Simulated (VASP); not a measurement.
# Ga (Cmce) in VASP: single point with LDA

Aim: the single point of Ga with LDA.

Program: VASP 6.6.1. These are calculated values, not measurements. Logs are shortened: lines on timing, memory, paths and dates and some standing lists are left out, and cuts for length are marked.

### 1 The cell of the first run

The structure is orthorhombic, space group Cmce (No. 64). The conventional cell has a = 4.414 Å, b = 7.494 Å, c = 4.440 Å, α = 90.00°, β = 90.00°, γ = 90.00°. Ga (site symmetry m) has 7 Ga at 2.45 to 2.72 Å within 3.2 Å.

### 2 Single point, LDA

INCAR

```
PREC = Accurate
ENCUT = 520
EDIFF = 1E-6
ISMEAR = 0
SIGMA = 0.05
LREAL = False
LASPH = True
NELM = 100
ALGO = Normal
ISIF = 2
LWAVE = False
LCHARG = True
GGA = CA
LELF = True
LVHAR = True
NBANDS = 34
```

KPOINTS

```
regular mesh
0
Gamma
  12 12 10
```

POSCAR

```
Ga
1.0
    2.2069153320     -3.7470157997      0.0000000000
    2.2069153320      3.7470157997      0.0000000000
    0.0000000000      0.0000000000      4.4398505682
Ga
4
Direct
    0.3439827853      0.6560172147      0.5840875346
    0.6560172147      0.3439827853      0.4159124654
    0.8439827853      0.1560172147      0.9159124654
    0.1560172147      0.8439827853      0.0840875346
```

Potentials or basis: VASP PAW LDA potentials, release 64 (Ga_d).

Command:

```console
$ cat potpaw_LDA.64/Ga_d/POTCAR > POTCAR
$ mpirun -np 1 vasp_std > vasp.out
```

OUTCAR:

```text
PREC = Accurate
   ENCUT = 520
   EDIFF = 1E-6
   ISMEAR = 0
   LREAL = False
   LASPH = True
   NELM = 100
   ISIF = 2
   GGA = CA

 ion  position               nearest neighbor table
   1  0.344  0.656  0.584-   2 2.45   4 2.63   4 2.63   3 2.65   3 2.65   2 2.72   2 2.72
   2  0.656  0.344  0.416-   1 2.45   3 2.63   3 2.63   4 2.65   4 2.65   1 2.72   1 2.72
   3  0.844  0.156  0.916-   4 2.45   2 2.63   2 2.63   1 2.65   1 2.65   4 2.72   4 2.72
   4  0.156  0.844  0.084-   3 2.45   1 2.63   1 2.63   2 2.65   2 2.65   3 2.72   3 2.72

  LATTYP: Found a base centered orthorhombic cell.
 ALAT       =     4.4138306640
 B/A-ratio  =     1.6978520858
 C/A-ratio  =     1.0058950844

  Lattice vectors:

 A1 = (   2.2069153320,  -3.7470157997,   0.0000000000)
 A2 = (   2.2069153320,   3.7470157997,   0.0000000000)
 A3 = (   0.0000000000,   0.0000000000,   4.4398505682)

Analysis of symmetry for initial positions (statically):
=====================================================================
 Subroutine PRICEL returns:
 Original cell was already a primitive cell.

 Routine SETGRP: Setting up the symmetry group for a
 base centered orthorhombic supercell.

 Subroutine GETGRP returns: Found  8 space group operations
 (whereof  4 operations were pure point group operations)
 out of a pool of  8 trial point group operations.

The static configuration has the point symmetry C_2h.
 The point group associated with its full space group is D_2h.

Analysis of symmetry for dynamics (positions and initial velocities):
=====================================================================
 Subroutine PRICEL returns:
 Original cell was already a primitive cell.

 Routine SETGRP: Setting up the symmetry group for a
 base centered orthorhombic supercell.

 Subroutine GETGRP returns: Found  8 space group operations
 (whereof  4 operations were pure point group operations)
 out of a pool of  8 trial point group operations.

The dynamic configuration has the point symmetry C_2h.
 The point group associated with its full space group is D_2h.

 Subroutine INISYM returns: Found  8 space group operations
 (whereof  4 operations are pure point group operations),
 and found     1 'primitive' translations

----------------------------------------------------------------------------------------

                                     Primitive cell

  volume of cell :      73.4293

  direct lattice vectors                    reciprocal lattice vectors
     2.206915332 -3.747015800  0.000000000     0.226560572 -0.133439523  0.000000000
     2.206915332  3.747015800  0.000000000     0.226560572  0.133439523  0.000000000
     0.000000000  0.000000000  4.439850568     0.000000000  0.000000000  0.225232806

  length of vectors
     4.348632278  4.348632278  4.439850568     0.262936873  0.262936873  0.225232806

  position of ions in fractional coordinates (direct lattice)
     0.343982785  0.656017215  0.584087535
     0.656017215  0.343982785  0.415912465
     0.843982785  0.156017215  0.915912465
     0.156017215  0.843982785  0.084087535

  ion indices of the primitive-cell ions
   primitive index   ion index
                 1           1
                 2           2
                 3           3
                 4           4

----------------------------------------------------------------------------------------

 KPOINTS: regular mesh

Automatic generation of k-mesh.
 Grid dimensions read from file:
 generate k-points for:   12   12   10

 Generating k-lattice:

  Cartesian coordinates                     Fractional coordinates (reciprocal lattice)
     0.018880048 -0.011119960  0.000000000     0.083333333 -0.000000000  0.000000000
     0.018880048  0.011119960  0.000000000    -0.000000000  0.083333333  0.000000000
     0.000000000  0.000000000  0.022523281     0.000000000  0.000000000  0.100000000

  Length of vectors
     0.021911406  0.021911406  0.022523281

  Shift w.r.t. Gamma in fractional coordinates (k-lattice)
     0.000000000  0.000000000  0.000000000

 Subroutine IBZKPT returns following result:
 ===========================================

 Found    258 irreducible k-points:

 Following reciprocal coordinates:
            Coordinates               Weight
  0.000000  0.000000  0.000000      1.000000
  0.083333 -0.000000  0.000000      4.000000
  0.166667 -0.000000  0.000000      4.000000
  0.250000 -0.000000  0.000000      4.000000
  0.333333  0.000000  0.000000      4.000000
  0.416667 -0.000000  0.000000      4.000000
[... 16 lines left out ...]
  0.500000  0.166667  0.000000      4.000000
 -0.416667  0.166667  0.000000      4.000000
 [... further k-points ...]
   k-points           NKPTS =    258   k-points in BZ     NKDIM =    258   number of bands    NBANDS=     34
   number of dos      NEDOS =    301   number of ions     NIONS =      4
   total plane-waves  NPLWV =  36864
   dimension x,y,z NGX =    32 NGY =   32 NGZ =   36
   dimension x,y,z NGXF=    64 NGYF=   64 NGZF=   72
   ions per type =               4
   NGX,Y,Z   is equivalent  to a cutoff of  12.23, 12.23, 13.48 a.u.
   NGXF,Y,Z  is equivalent  to a cutoff of  24.47, 24.47, 26.96 a.u.
 SYSTEM =  unknown system
   PREC   = accura    normal or accurate (medium, high low for compatibility)
   ISTART =      0    job   : 0-new  1-cont  2-samecut
   ICHARG =      2    charge: 1-file 2-atom 10-const
   ISPIN  =      1    spin polarized calculation?
   LNONCOLLINEAR =      F non collinear calculations
   LSORBIT =      F    spin-orbit coupling
   LASPH  =      T    aspherical Exc in radial PAW
   ENCUT  =  520.0 eV  38.22 Ry    6.18 a.u.   8.09  8.09  8.26*2*pi/ulx,y,z
   NELM   =    100;   NELMIN=  2; NELMDL= -5     # of ELM steps
   EDIFF  = 0.1E-05   stopping-criterion for ELM
   LREAL  =      F    real-space projection
   EDIFFG = 0.1E-04   stopping-criterion for IOM
   NSW    =      0    number of steps for IOM
   IBRION =     -1    ionic relax: 0-MD 1-quasi-New 2-CG
   NFREE  =      0    steps in history (QN), initial steepest desc. (CG)
   ISIF   =      2    stress and relaxation
   ISYM   =      2    0-nonsym 1-usesym 2-fastsym
   POTIM  = 0.5000    time-step for ionic-motion
   TEBEG  =    0.0;   TEEND  =   0.0 temperature during run
   PSTRESS=    0.0 pullay stress
   NELECT =      52.0000    total number of electrons
   NUPDOWN=      -1.0000    fix difference up-down
   EMIN   =  10.00;   EMAX   =-10.00  energy-range for DOS
   EFERMI =   0.00;   METHOD = LEGACY
   ISMEAR =     0;   SIGMA  =   0.05  broadening in eV -4-tet -1-fermi 0-gaus
   EFERMI_NEDOS =   21; number of points for ismear=-14 and -15
   IALGO  =     38    algorithm
   IMIX   =      4    mixing-type and parameters
     AMIX     =   0.40;   BMIX     =  1.00
     AMIX_MAG =   1.60;   BMIX_MAG =  1.00
  volume/ion in A,a.u.               =      18.36       123.88
  Fermi-wavevector in a.u.,A,eV,Ry     =   1.459215  2.757517 28.971019  2.129310
  Thomas-Fermi vector in A             =   2.575809
   LORBIT       =      0    0 simple, 1 ext, 2 COOP (PROOUT), +10 PAW based schemes
   GGA     = CA    functional components
   LHFCALC =     F    Hartree Fock is set to
   AEXX    =    0.0000 exact exchange contribution
   IVDW    =     0    specifies the selected vdW correction
   LEPSILON=     F    determine dielectric tensor
   LRPA    =     F    only Hartree local field effects (RPA)
 non-spin polarized calculation
 Gauss-broadening in eV      SIGMA  =   0.05
  energy-cutoff  :      520.00
  volume of cell :       73.43
 maximum number of plane-waves:      2000
   NGX = 17   NGY = 17   NGZ = 17

 number of electron      52.0000011 magnetization

 Free energy of the ion-electron system (eV)
  ---------------------------------------------------
  ext. energy  EPLUGINS =         0.00000000
  ---------------------------------------------------
  free energy    TOTEN  =       -14.43367363 eV

  energy without entropy =      -14.43276909  energy(sigma->0) =      -14.43322136

 E-fermi :   5.3138     XC(G=0): -11.2998

 val. band max:        5.2929576228   @ k =  -0.2500   0.1667   0.3000
 cond. band min:       5.3153589548   @ k =  -0.3333   0.1667   0.1000
 fundamental gap:      0.0224013319
 Fermi energy:         5.3137919231

 k-point     1 :       0.0000    0.0000    0.0000
  band No.  band energies     occupation
      1      -9.9830      2.00000
      2      -9.9712      2.00000
      3      -9.9309      2.00000
      4      -9.9138      2.00000
      5      -9.8942      2.00000
      6      -9.8679      2.00000
[... 26 lines left out ...]
     33      12.3974      0.00000
     34      13.0729      0.00000

 k-point     2 :       0.0833   -0.0000    0.0000
  band No.  band energies     occupation
      1      -9.9849      2.00000
      2      -9.9677      2.00000
      3      -9.9333      2.00000
      4      -9.9172      2.00000
      5      -9.8878      2.00000
      6      -9.8659      2.00000
[... 26 lines left out ...]
     33      12.6635      0.00000
     34      12.9670      0.00000

 k-point     3 :       0.1667   -0.0000    0.0000
  band No.  band energies     occupation
      1      -9.9875      2.00000
      2      -9.9578      2.00000
      3      -9.9411      2.00000
      4      -9.9252      2.00000
      5      -9.8763      2.00000
      6      -9.8556      2.00000
[... 26 lines left out ...]
     33      12.0832      0.00000
     34      12.9216      0.00000
[... 704 lines left out ...]
 k-point    23 :       0.5000    0.1667    0.0000
  band No.  band energies     occupation
      1     -10.0039      2.00000
      2      -9.9916      2.00000
      3      -9.9316      2.00000
      4      -9.9037      2.00000
      5      -9.8936      2.00000
      6      -9.8402      2.00000
[... 26 lines left out ...]
     33      12.8296      0.00000
     34      14.4825      0.00000

 k-point    24 :      -0.4167    0.1667    0.0000
  band No.  band energies     occupation
      1      -9.9971      2.00000
      2      -9.9950      2.00000
      3      -9.9217      2.00000
      4      -9.9130      2.00000
      5      -9.8988      2.00000
      6      -9.8447      2.00000
[... 26 lines left out ...]
     33      12.9425      0.00000
     34      13.9155      0.00000

 [... further k-points ...]

------------------------ aborting loop because EDIFF is reached ----------------------------------------

  FORCE on cell =-STRESS in cart. coord.  units (eV):
  Direction    XX          YY          ZZ          XY          YZ          ZX
  --------------------------------------------------------------------------------------
  -------------------------------------------------------------------------------------
  Total        0.0866469      0.1150375      0.0870338      0.0000000      0.0000000      0.0000000
  in kB        1.8905755      2.5100401      1.8990184      0.0000000      0.0000000      0.0000000
  external PRESSURE =       2.0998780 kB  Pullay stress =       0.0000000 kB

 VOLUME and BASIS-vectors are now :
 -----------------------------------------------------------------------------
  energy-cutoff  :      520.00
  volume of cell :       73.43
      direct lattice vectors                 reciprocal lattice vectors
     2.206915332 -3.747015800  0.000000000     0.226560572 -0.133439523  0.000000000
     2.206915332  3.747015800  0.000000000     0.226560572  0.133439523  0.000000000
     0.000000000  0.000000000  4.439850568     0.000000000  0.000000000  0.225232806

 POSITION                                       TOTAL-FORCE (eV/Angst)
 -----------------------------------------------------------------------------------
      2.20692      1.16920      2.59326         0.000000     -0.002622      0.003142
      2.20692     -1.16920      1.84659         0.000000      0.002622     -0.003142
      2.20692     -2.57782      4.06651         0.000000     -0.002622     -0.003142
      2.20692      2.57782      0.37334         0.000000      0.002622      0.003142
 -----------------------------------------------------------------------------------
    total drift:                                0.000000      0.000000     -0.000000

  FREE ENERGIE OF THE ION-ELECTRON SYSTEM (eV)
  ---------------------------------------------------
  free  energy   TOTEN  =       -14.4336736312 eV

  energy  without entropy=      -14.4327690902  energy(sigma->0) =      -14.43322136
```

Wall time 13 min (1 thread of Intel Xeon 8259CL, shared host); peak memory 0.47 GiB.

What came out:

```
Free energy            : -14.4337 eV
Pressure               : 0.2 GPa
Largest force          : 0.004 eV/Å
Band gap on the k mesh : zero (bands 26 and 27 overlap by 1.40 eV)
```

Forces on the atoms (eV/Å):
```
Ga   0.000 -0.003  0.003
Ga   0.000  0.003 -0.003
Ga   0.000 -0.003 -0.003
Ga   0.000  0.003  0.003
```

The gap in the log of VASP goes by the Fermi energy; the results here count the filled bands.